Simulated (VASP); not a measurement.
Input of a VASP 6.6.1 run:

File INCAR:

```
PREC     = Accurate       # precision mode
ENCUT    = 520            # plane-wave cutoff, eV
EDIFF    = 1E-6           # SCF threshold, eV
ISMEAR   = -1             # smearing method
SIGMA    = 0.05           # smearing width, eV
LREAL    = F              # projectors in reciprocal space
LASPH    = T              # aspherical terms in the spheres
NELM     = 100            # most SCF steps
ALGO     = Normal         # electronic algorithm
ISIF     = 2              # what is computed and relaxed
LWAVE    = F              # write WAVECAR
LCHARG   = F              # write CHGCAR
GGA      = PE             # functional
NBANDS   = 28             # bands
```

Contents of KPOINTS:

```
regular mesh
0
Gamma
  7 7 7
```

Contents of POSCAR:

```
BaTiO3
1.0
    2.8632821884      1.6531167422      2.3563302756
   -2.8632821884      1.6531167422      2.3563302756
    0.0000000000     -3.3062334845      2.3563302756
Ba Ti O
1 1 3
Direct
   -0.0054260864     -0.0054260864     -0.0054260864
    0.4803369938      0.4803369938      0.4803369938
    0.5112043536      0.0218803854      0.5112043536
    0.0218803854      0.5112043536      0.5112043536
    0.5112043536      0.5112043536      0.0218803854
```

Potentials or basis: VASP PAW PBE potentials, release 64 (Ba_sv, Ti_sv, O).

Launch:

```console
$ cat potpaw_PBE.64/Ba_sv/POTCAR potpaw_PBE.64/Ti_sv/POTCAR potpaw_PBE.64/O/POTCAR > POTCAR
$ mpirun -np 1 vasp_std > vasp.out
```

(1) What does it give for the largest force?

(2) What does it give for the band gap on the k mesh?

## Answers

(1) 0.093 eV/Å.

(2) 2.64 eV, indirect (least direct gap 3.13 eV).

Caveat: spin-orbit coupling is left out, which moves the levels of the heavy elements.
